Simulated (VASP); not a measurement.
The system is Li.

```
CELL_PARAMETERS angstrom
4.45444 0.00000 0.00000
0.00000 4.45444 0.00000
0.00000 0.00000 4.45444
ATOMIC_POSITIONS crystal
Li 0.87457 0.12543 0.62543
Li 0.37457 0.37457 0.37457
Li 0.12543 0.62543 0.87457
Li 0.62543 0.87457 0.12543
```

Base run:

| Item | Value |
| --- | --- |
| Program | VASP 6.6.1 |
| Functional | revPBE |
| Potentials or basis | VASP PAW PBE potentials, release 64 (Li_sv) |
| Cutoff | 750 eV |
| k mesh | 6 × 6 × 6 |
| Occupations | fermi-dirac, width 0.15 eV |
| Spin | no spin polarisation |

Its results: band gap on the k mesh zero (band 6 reaches 2.79 eV, above the bottom of band 7 at 0.38 eV); pressure 0.5 GPa; largest force 0.005 eV/Å.

Task: The run is repeated on the same cell with these changes: functional from revPBE to PBE. What comes out?

Result: Band gap on the k mesh zero (band 6 reaches 2.67 eV, above the bottom of band 7 at 0.30 eV); pressure 0.0 GPa; largest force 0.005 eV/Å.

PBE binds more tightly than revPBE, so the same cell stands under less pressure.

Caveats: the PAW data sets were made with another functional, which shifts forces and pressure a little (some runs).
